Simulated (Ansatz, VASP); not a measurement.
Ir: VASP beside Ansatz

The input POSCAR:

```
Ir
1.0
    0.0000000000      1.9228496764      1.9228496764
    1.9228496764      0.0000000000      1.9228496764
    1.9228496764      1.9228496764      0.0000000000
Ir
1
Direct
    0.0000000000      0.0000000000      0.0000000000
```

Contents of INCAR.step1:

```
SYSTEM = Ir
ALGO     = Normal         ! electronic algorithm
EDIFF    = 1E-5           ! SCF threshold, eV
ENCUT    = 550            ! plane-wave cutoff, eV
GGA      = PE             ! functional
GGA_COMPAT= .False.      
ISMEAR   = -1             ! smearing method
LASPH    = .True.         ! aspherical terms in the spheres
LCHARG   = .False.        ! write CHGCAR
LREAL    = .False.        ! projectors in reciprocal space
LWAVE    = .True.         ! write WAVECAR
NBANDS   = 14             ! bands
NELM     = 120            ! most SCF steps
PREC     = Accurate       ! precision mode
SIGMA    = 0.1            ! smearing width, eV
```

File INCAR.step2:

```
SYSTEM = Ir
ALGO     = Normal         ! electronic algorithm
EDIFF    = 1E-6           ! SCF threshold, eV
ENCUT    = 550            ! plane-wave cutoff, eV
GGA_COMPAT= .False.      
ISIF     = 2              ! what is computed and relaxed
ISMEAR   = -1             ! smearing method
ISTART   = 1            
LASPH    = .True.         ! aspherical terms in the spheres
LCHARG   = .True.         ! write CHGCAR
LELF     = .True.         ! ELF
LMIXTAU  = .True.       
LREAL    = .False.        ! projectors in reciprocal space
LVHAR    = .True.       
LWAVE    = .False.        ! write WAVECAR
METAGGA  = R2SCAN         ! meta-GGA
NBANDS   = 14             ! bands
NELM     = 120            ! most SCF steps
PREC     = Accurate       ! precision mode
SIGMA    = 0.1            ! smearing width, eV
```

File KPOINTS:

```
k-points
0
Gamma
  7 7 7
  0 0 0
```

Input for Ansatz:

```yaml
crystal:
  lattice:
    - [0.0, 1.9228496764, 1.9228496764]
    - [1.9228496764, 0.0, 1.9228496764]
    - [1.9228496764, 1.9228496764, 0.0]
  atoms:
    - { symbol: Ir, position: [0.0, 0.0, 0.0] }
hamiltonian:
  xc: r2scan
  pseudopotentials:
    kind: paw
    azcp:
      Ir: "pseudopotentials/Ir.paw.azcp"
basis:
  ecutwfc: 500
  fft_grid_basis: typed
kpoints:
  mp_grid: { grid: [7, 7, 7], shift: [0, 0, 0] }
magnetization:
  spin_polarized: false
scf:
  occupations: { method: fermi_dirac, width: 0.1 }
  lower_state_search: "off"
output:
  stress: true
```

Alike in both runs: task single point; functional r2SCAN; k mesh 7 × 7 × 7; occupations fermi-dirac, width 0.1 eV; no spin polarisation.

|  | VASP | Ansatz |
| --- | --- | --- |
| version | VASP 6.6.1 | Ansatz 0.2.0 |
| potentials or method | VASP PAW PBE potentials, release 64 (Ir_sv_GW), cutoff 550 eV | plane waves (500 eV) with PAW, scalar-relativistic |
| valence electrons in the cell | 17 | 17 |

|  | VASP | Ansatz | Ansatz less VASP |
| --- | --- | --- | --- |
| pressure (GPa) | -3.7 | -1.6 | +2.15 |

VASP's potentials were made for PBE, not for r2SCAN.

The k mesh is coarse, so the values compare programs but aren't converged. Neither program's run includes spin-orbit coupling.
